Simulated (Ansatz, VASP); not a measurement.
## One calculation of CdS, two programs

File INCAR:

```
  ALGO = Normal
  EDIFF = 1E-6
  EDIFFG = -0.005
  ENCUT = 600
  GGA = PS
  IBRION = 2
  ISIF = 3
  ISMEAR = 0
  LASPH = T
  LCHARG = F
  LREAL = F
  LWAVE = F
  NELM = 60
  NSW = 100
  PREC = Accurate
  SIGMA = 0.02
```

Contents of KPOINTS:

```
k-points
0
Gamma
  6 6 4
```

Contents of POSCAR:

```
CdS
1.0
    4.1500000000      0.0000000000      0.0000000000
   -2.0750000000      3.5940054257      0.0000000000
    0.0000000000      0.0000000000      6.7370000000
Cd S
2 2
Direct
    0.3333333333      0.6666666667      0.0000000000
    0.6666666667      0.3333333333      0.5000000000
    0.3333333333      0.6666666667      0.3750000000
    0.6666666667      0.3333333333      0.8750000000
```

Input for Ansatz:

```yaml
crystal:
  lattice:
    - [4.15, 0.0, 0.0]
    - [-2.075, 3.5940054257, 0.0]
    - [0.0, 0.0, 6.737]
  atoms:
    - { symbol: Cd, position: [0.3333333333, 0.6666666667, 0.0] }
    - { symbol: Cd, position: [0.6666666667, 0.3333333333, 0.5] }
    - { symbol: S, position: [0.3333333333, 0.6666666667, 0.375] }
    - { symbol: S, position: [0.6666666667, 0.3333333333, 0.875] }
basis:
  ecutwfc: 420
kpoints:
  mp_grid: { grid: [6, 6, 4] }
hamiltonian:
  xc: pbesol
scf:
  occupations: { method: gaussian, width: 0.02 }
output:
  forces: true
  stress: true
  eigenvalues: true
relax:
  adjacent_minimum: "off"
  f_tol: 0.005
  max_steps: 80
  cell: { stress_tol: 0.05 }
```

Alike in both runs: task relaxation of cell and atoms; functional PBEsol; k mesh 6 × 6 × 4; occupations gaussian, width 0.02 eV; no spin polarisation.

```csv
,VASP,Ansatz
version,VASP 6.6.1,Ansatz 0.2.0
potentials or method,"VASP PAW PBE potentials, release 64 (Cd, S), cutoff 600 eV","scalar-relativistic, plane waves, PAW"
valence electrons in the cell,36,52
```

|  | VASP | Ansatz | Ansatz less VASP |
| --- | --- | --- | --- |
| gap on the k mesh at the Fermi level, each at its own relaxed structure (eV) | 1.08 | 1.09 | +0.008 |
| relaxed volume (Å³/atom) | 24.85 | 24.71 | -0.141 |
| relaxed cell length with the largest relative difference (Å) | 6.721 | 6.708 | -0.0134 |

VASP's potentials were made for PBE, not for PBEsol. VASP's potentials hold 36 valence electrons a cell and Ansatz's 52, so a difference there can come from the potentials and not from the codes.
